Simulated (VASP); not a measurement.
# MgO (Fm-3m) in VASP: notebook

MgO is run at these levels: PBE; tasks: single point, relaxation of cell and atoms.

Everything below comes from runs of VASP 6.6.1. Logs are shortened: lines on timing, memory, paths and dates and some standing lists are left out, and cuts for length are marked.

## Step 1: The cell of the first run

The structure is cubic, space group Fm-3m (No. 225). The conventional cell has a = 4.194 Å, b = 4.194 Å, c = 4.194 Å, α = 90.00°, β = 90.00°, γ = 90.00°. Mg (site symmetry m-3m) has 6 O at 2.10 Å within 2.8 Å. Within 2.8 Å of O (site symmetry m-3m) lie 6 Mg at 2.10 Å.

## Step 2: Single point, PBE

Input file INCAR:

```
PREC = Accurate
ENCUT = 600
EDIFF = 1E-6
ISMEAR = 0
SIGMA = 0.1
LREAL = False
LASPH = True
NELM = 120
ALGO = Normal
ISIF = 2
LWAVE = False
LCHARG = False
GGA = PE
NBANDS = 11
GGA_COMPAT = False
```

Input file KPOINTS:

```
regular mesh
0
Gamma
  8 8 8
```

Input file POSCAR:

```
MgO
1.0
    0.0000000000      2.0970010000      2.0970010000
    2.0970010000      0.0000000000      2.0970010000
    2.0970010000      2.0970010000      0.0000000000
Mg O
1 1
Direct
    0.0000000000      0.0000000000      0.0000000000
    0.5000000000      0.5000000000      0.5000000000
```

Potentials or basis: VASP PAW PBE potentials, release 64 (Mg, O).

On the command line:

```bash
cat potpaw_PBE.64/Mg/POTCAR potpaw_PBE.64/O/POTCAR > POTCAR
mpirun -np 1 vasp_std > vasp.out
```

OUTCAR:

```text
PREC = Accurate
   ENCUT = 600
   EDIFF = 1E-6
   ISMEAR = 0
   LREAL = False
   LASPH = True
   NELM = 120
   ISIF = 2
   GGA = PE

 ion  position               nearest neighbor table
   1  0.000  0.000  0.000-   2 2.10   2 2.10   2 2.10   2 2.10   2 2.10   2 2.10
   2  0.500  0.500  0.500-   1 2.10   1 2.10   1 2.10   1 2.10   1 2.10   1 2.10

  LATTYP: Found a face centered cubic cell.
 ALAT       =     4.1940020000

  Lattice vectors:

 A1 = (   0.0000000000,   2.0970010000,   2.0970010000)
 A2 = (   2.0970010000,   0.0000000000,   2.0970010000)
 A3 = (   2.0970010000,   2.0970010000,   0.0000000000)

Analysis of symmetry for initial positions (statically):
=====================================================================
 Subroutine PRICEL returns:
 Original cell was already a primitive cell.

 Routine SETGRP: Setting up the symmetry group for a
 face centered cubic supercell.

 Subroutine GETGRP returns: Found 48 space group operations
 (whereof 48 operations were pure point group operations)
 out of a pool of 48 trial point group operations.

The static configuration has the point symmetry O_h .

Analysis of symmetry for dynamics (positions and initial velocities):
=====================================================================
 Subroutine PRICEL returns:
 Original cell was already a primitive cell.

 Routine SETGRP: Setting up the symmetry group for a
 face centered cubic supercell.

 Subroutine GETGRP returns: Found 48 space group operations
 (whereof 48 operations were pure point group operations)
 out of a pool of 48 trial point group operations.

The dynamic configuration has the point symmetry O_h .

 Subroutine INISYM returns: Found 48 space group operations
 (whereof 48 operations are pure point group operations),
 and found     1 'primitive' translations

----------------------------------------------------------------------------------------

                                     Primitive cell

  volume of cell :      18.4428

  direct lattice vectors                    reciprocal lattice vectors
     0.000000000  2.097001000  2.097001000    -0.238435747  0.238435747  0.238435747
     2.097001000  0.000000000  2.097001000     0.238435747 -0.238435747  0.238435747
     2.097001000  2.097001000  0.000000000     0.238435747  0.238435747 -0.238435747

  length of vectors
     2.965607255  2.965607255  2.965607255     0.412982828  0.412982828  0.412982828

  position of ions in fractional coordinates (direct lattice)
     0.000000000  0.000000000  0.000000000
     0.500000000  0.500000000  0.500000000

[... 79 lines left out ...]
   NSW    =      0    number of steps for IOM
   IBRION =     -1    ionic relax: 0-MD 1-quasi-New 2-CG
   NFREE  =      0    steps in history (QN), initial steepest desc. (CG)
   ISIF   =      2    stress and relaxation
   ISYM   =      2    0-nonsym 1-usesym 2-fastsym
   POTIM  = 0.5000    time-step for ionic-motion
   TEBEG  =    0.0;   TEEND  =   0.0 temperature during run
   PSTRESS=    0.0 pullay stress
   NELECT =       8.0000    total number of electrons
   NUPDOWN=      -1.0000    fix difference up-down
   EMIN   =  10.00;   EMAX   =-10.00  energy-range for DOS
   EFERMI =   0.00;   METHOD = LEGACY
   ISMEAR =     0;   SIGMA  =   0.10  broadening in eV -4-tet -1-fermi 0-gaus
   EFERMI_NEDOS =   21; number of points for ismear=-14 and -15
   IALGO  =     38    algorithm
   IMIX   =      4    mixing-type and parameters
     AMIX     =   0.40;   BMIX     =  1.00
     AMIX_MAG =   1.60;   BMIX_MAG =  1.00
  volume/ion in A,a.u.               =       9.22        62.23
  Fermi-wavevector in a.u.,A,eV,Ry     =   1.239261  2.341864 20.895397  1.535768
  Thomas-Fermi vector in A             =   2.373752
   LORBIT       =      0    0 simple, 1 ext, 2 COOP (PROOUT), +10 PAW based schemes
   GGA     = PE    functional components
   LHFCALC =     F    Hartree Fock is set to
   AEXX    =    0.0000 exact exchange contribution
   IVDW    =     0    specifies the selected vdW correction
   LEPSILON=     F    determine dielectric tensor
   LRPA    =     F    only Hartree local field effects (RPA)
 non-spin polarized calculation
 Gauss-broadening in eV      SIGMA  =   0.10
  energy-cutoff  :      600.00
  volume of cell :       18.44
 maximum number of plane-waves:       636
   NGX = 11   NGY = 11   NGZ = 11

 number of electron       8.0000004 magnetization

 Free energy of the ion-electron system (eV)
  ---------------------------------------------------
  ext. energy  EPLUGINS =         0.00000000
  ---------------------------------------------------
  free energy    TOTEN  =       -11.90108590 eV

  energy without entropy =      -11.90108590  energy(sigma->0) =      -11.90108590

 E-fermi :   3.8325     XC(G=0): -11.1395

 val. band max:        3.2823695010   @ k =   0.0000   0.0000   0.0000
 cond. band min:       8.1366902520   @ k =   0.0000   0.0000   0.0000
 fundamental gap:      4.8543207510
 Fermi energy:         3.8324684673

 k-point     1 :       0.0000    0.0000    0.0000
  band No.  band energies     occupation
      1     -14.0467      2.00000
      2       3.2824      2.00000
      3       3.2824      2.00000
      4       3.2824      2.00000
      5       8.1367      0.00000
      6      19.1578      0.00000
      7      19.1578      0.00000
      8      19.1578      0.00000
      9      23.1074      0.00000
     10      24.8979      0.00000
     11      24.8979      0.00000
[... 309 lines left out ...]
 k-point    24 :      -0.3750    0.2500    0.1250
  band No.  band energies     occupation
      1     -12.5767      2.00000
      2      -0.7673      2.00000
      3       1.3198      2.00000
      4       2.2789      2.00000
      5      13.0479      0.00000
      6      15.6061      0.00000
      7      16.9143      0.00000
      8      20.3413      0.00000
      9      23.9640      0.00000
     10      25.5359      0.00000
     11      29.6537      0.00000

 [... further k-points ...]
[... 5 lines left out ...]
  --------------------------------------------------------------------------------------
  -------------------------------------------------------------------------------------
  Total        0.6816388      0.6816388      0.6816388      0.0000000      0.0000000      0.0000000
  in kB       59.2159898     59.2159898     59.2159898      0.0000000      0.0000000      0.0000000
  external PRESSURE =      59.2159898 kB  Pullay stress =       0.0000000 kB

 VOLUME and BASIS-vectors are now :
 -----------------------------------------------------------------------------
  energy-cutoff  :      600.00
  volume of cell :       18.44
      direct lattice vectors                 reciprocal lattice vectors
     0.000000000  2.097001000  2.097001000    -0.238435747  0.238435747  0.238435747
     2.097001000  0.000000000  2.097001000     0.238435747 -0.238435747  0.238435747
     2.097001000  2.097001000  0.000000000     0.238435747  0.238435747 -0.238435747

 POSITION                                       TOTAL-FORCE (eV/Angst)
 -----------------------------------------------------------------------------------
      0.00000      0.00000      0.00000         0.000000      0.000000      0.000000
      2.09700      2.09700      2.09700        -0.000000     -0.000000     -0.000000
 -----------------------------------------------------------------------------------
    total drift:                               -0.000000     -0.000000      0.000000

  FREE ENERGIE OF THE ION-ELECTRON SYSTEM (eV)
  ---------------------------------------------------
  free  energy   TOTEN  =       -11.9010858968 eV

  energy  without entropy=      -11.9010858968  energy(sigma->0) =      -11.90108590
```

OSZICAR:

```text
N       E                     dE             d eps       ncg     rms          rms(c)
DAV:   1     0.207833993218E+02    0.20783E+02   -0.48021E+03   686   0.723E+02
DAV:   2    -0.125796892452E+02   -0.33363E+02   -0.32455E+02   738   0.151E+02
DAV:   3    -0.134598393136E+02   -0.88015E+00   -0.87889E+00   773   0.221E+01
DAV:   4    -0.134620434261E+02   -0.22041E-02   -0.22040E-02   692   0.127E+00
DAV:   5    -0.134620503580E+02   -0.69319E-05   -0.69319E-05   755   0.707E-02    0.723E+00
DAV:   6    -0.119181208955E+02    0.15439E+01   -0.86772E+00   662   0.163E+01    0.221E+00
DAV:   7    -0.119067064402E+02    0.11414E-01   -0.51205E-02   695   0.210E+00    0.134E+00
DAV:   8    -0.119014309501E+02    0.52755E-02   -0.27005E-02   668   0.187E+00    0.231E-01
DAV:   9    -0.119010904659E+02    0.34048E-03   -0.50589E-04   725   0.159E-01    0.131E-01
DAV:  10    -0.119010842489E+02    0.62170E-05   -0.46750E-04   704   0.164E-01    0.857E-03
DAV:  11    -0.119010859949E+02   -0.17460E-05   -0.22835E-06   719   0.131E-02    0.539E-03
DAV:  12    -0.119010858968E+02    0.98118E-07   -0.57439E-07   379   0.604E-03
   1 F= -.11901086E+02 E0= -.11901086E+02  d E =-.238308E-16
```

Run time: 9.9 s. Hardware: 1 thread of AMD EPYC 7R13, shared host; peak memory 0.11 GiB.

Results:

```yaml
Free_energy: -11.9011 eV
Pressure: 5.9 GPa
Band_gap_on_the_k_mesh: 4.85 eV, direct
```

Levels at points of the mesh, in eV from the valence-band top:
| k point | band 1 | band 2 | band 3 | band 4 | band 5 | band 6 | band 7 | band 8 |
| --- | --- | --- | --- | --- | --- | --- | --- | --- |
| (0.00, 0.00, 0.00) | -17.33 | 0.00 | 0.00 | 0.00 | 4.85 | 15.88 | 15.88 | 15.88 |
| (0.50, 0.00, 0.00) | -16.01 | -4.67 | -0.67 | -0.67 | 7.98 | 12.75 | 16.45 | 16.45 |
| (0.50, 0.50, 0.00) | -15.75 | -4.14 | -1.37 | -1.37 | 9.14 | 10.11 | 13.24 | 19.17 |

## Step 3: Single point, PBE

This run uses another cell than the first one, of 9.62 Å³/atom, 1.043 times its volume.

Input file INCAR:

```
ALGO = Normal
EDIFF = 1E-6
ENCUT = 600
GGA = PE
GGA_COMPAT = F
ISIF = 2
ISMEAR = 0
LASPH = T
LCHARG = F
LREAL = F
LWAVE = F
NBANDS = 11
NELM = 120
PREC = Accurate
SIGMA = 0.1
```

Input file KPOINTS:

```
k-points
0
Gamma
  8 8 8
```

Input file POSCAR:

```
MgO
1.0
    0.0000000000      2.1266795351      2.1266795351
    2.1266795351      0.0000000000      2.1266795351
    2.1266795351      2.1266795351      0.0000000000
Mg O
1 1
Direct
    0.0000000000      0.0000000000      0.0000000000
    0.5000000000      0.5000000000      0.5000000000
```

Potentials or basis: VASP PAW PBE potentials, release 64 (Mg, O).

On the command line:

```bash
cat potpaw_PBE.64/Mg/POTCAR potpaw_PBE.64/O/POTCAR > POTCAR
mpirun -np 1 vasp_std > vasp.out
```

Run time: 11 s. Hardware: 1 thread of AMD EPYC 7R13, shared host; peak memory 0.11 GiB.

Results (log left out):

- Free energy: -11.9148 eV
- Pressure: -1.0 GPa
- Band gap on the k mesh: 4.45 eV, direct

Levels at points of the mesh, in eV from the valence-band top:
```
           k point  band 1  band 2  band 3  band 4  band 5  band 6  band 7  band 8  band 9
(0.00, 0.00, 0.00)  -17.12    0.00    0.00    0.00    4.45   15.64   15.64   15.64   19.47
(0.50, 0.00, 0.00)  -15.90   -4.49   -0.62   -0.62    7.71   12.27   16.01   16.01   20.46
(0.50, 0.50, 0.00)  -15.66   -3.96   -1.31   -1.31    9.08    9.66   12.79   18.53   18.53
```

## Step 4: Relaxation of cell and atoms, PBE

Input file INCAR:

```
SYSTEM = MgO
  PREC = Accurate
  ENCUT = 600
  EDIFF = 1E-7
  ISMEAR = 0
  SIGMA = 0.1
  LREAL = .False.
  LASPH = .True.
  NELM = 120
  ALGO = Normal
  ISIF = 3
  LWAVE = .False.
  LCHARG = .False.
  GGA = PE
  IBRION = 2
  NSW = 60
  EDIFFG = -0.04
  GGA_COMPAT = .False.
  NELMIN = 4
```

Input file KPOINTS:

```
Automatic mesh
0
Gamma
  8 8 8
  0 0 0
```

Input file POSCAR:

```
MgO
1.0
    0.0000000000      2.0970010000      2.0970010000
    2.0970010000      0.0000000000      2.0970010000
    2.0970010000      2.0970010000      0.0000000000
Mg O
1 1
Direct
    0.0000000000      0.0000000000      0.0000000000
    0.5000000000      0.5000000000      0.5000000000
```

On the command line:

```bash
cat potpaw_PBE.64/Mg/POTCAR potpaw_PBE.64/O/POTCAR > POTCAR
mpirun -np 1 vasp_std > vasp.out
```

Run time: 23 s. Hardware: 1 thread of AMD EPYC 7R13, shared host; peak memory 0.12 GiB.

The run converged. Its results:

- Free energy: -11.9133 eV
- Relaxed volume: 9.56 Å³/atom
- Relaxed cell: a = 3.002 Å, b = 3.002 Å, c = 3.002 Å, α = 60.00°, β = 60.00°, γ = 60.00°
- Space group after relaxing (to 0.05 Å): Fm-3m (No. 225)
- Energy gained by relaxing: 6.1 meV/atom
- Ionic steps: 3
- Pressure after relaxing: 0.0 GPa
- Band gap on the k mesh: 4.50 eV, direct

Step by step:
```
step  energy change (eV)  largest force (eV/Å)  pressure (GPa)  volume (Å³)
   1              0.0000                0.0000            5.93        18.44
   2             -0.0108                0.0000           -1.87        19.37
   3             -0.0122                0.0000            0.01        19.12
```

Final structure:
```xyz
2
Lattice="0.0000 2.1225 2.1225 2.1225 0.0000 2.1225 2.1225 2.1225 0.0000" Properties=species:S:1:pos:R:3 pbc="T T T"
Mg    0.0000    0.0000    0.0000
O     2.1225    2.1225    2.1225
```

Levels at points of the mesh, in eV from the valence-band top:
```
           k point  band 1  band 2  band 3  band 4  band 5  band 6  band 7  band 8
(0.00, 0.00, 0.00)  -17.14    0.00    0.00    0.00    4.50   15.67   15.67   15.67
(0.50, 0.00, 0.00)  -15.92   -4.51   -0.63   -0.63    7.75   12.34   16.07   16.07
(0.50, 0.50, 0.00)  -15.67   -3.99   -1.32   -1.32    9.09    9.72   12.85   18.62
```

## Step 5: Summary

| task | cell | gap on the mesh (eV) | pressure (GPa) |
| --- | --- | --- | --- |
| single point | a = 2.966 Å, angles 60.0°, 2 atoms | 4.85 | 5.9 |
| single point | a = 3.008 Å, angles 60.0°, 2 atoms | 4.45 | -1.0 |
| relaxation of cell and atoms | relaxed from a = 2.966 Å, angles 60.0°, 2 atoms | 4.50 | 0.0 |

Alike in all rows: level PBE; potentials or basis VASP PAW PBE potentials, release 64 (Mg, O); no spin polarisation; k mesh 8 × 8 × 8; cutoff (eV) 600; smearing gaussian 0.1 eV.

Total energies depend on the potentials used, so only differences within one code and one set of settings carry meaning.
